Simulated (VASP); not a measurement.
Here is a VASP 6.6.1 calculation.

INCAR

```
ALGO = Normal ; EDIFF = 1E-6
ENCUT = 520 ; GGA = PE
ISIF = 2 ; ISMEAR = -1
ISPIN = 2 ; LASPH = True
LCHARG = False ; LMAXMIX = 6
LORBIT = 11 ; LREAL = False
LWAVE = False ; MAGMOM = 7.1
NBANDS = 18 ; NELM = 150
PREC = Accurate ; SIGMA = 0.05
```

KPOINTS

```
k-points
0
Gamma
  10 10 10
```

The input POSCAR:

```
Eu
1.0
   -2.3030000000      2.3030000000      2.3030000000
    2.3030000000     -2.3030000000      2.3030000000
    2.3030000000      2.3030000000     -2.3030000000
Eu
1
Direct
    0.0000000000      0.0000000000      0.0000000000
```

Potentials or basis: VASP PAW PBE potentials, release 64 (Eu).

Command:

```console
$ cat potpaw_PBE.64/Eu/POTCAR > POTCAR
$ mpirun -np 1 vasp_std > vasp.out
```

(1) What does it give for the site moments?

(2) What does it give for the pressure?

(3) What does it give for the net moment?

Answers

(1) Eu +6.71 μB.

(2) -1.8 GPa.

(3) 7.40 μB per cell.
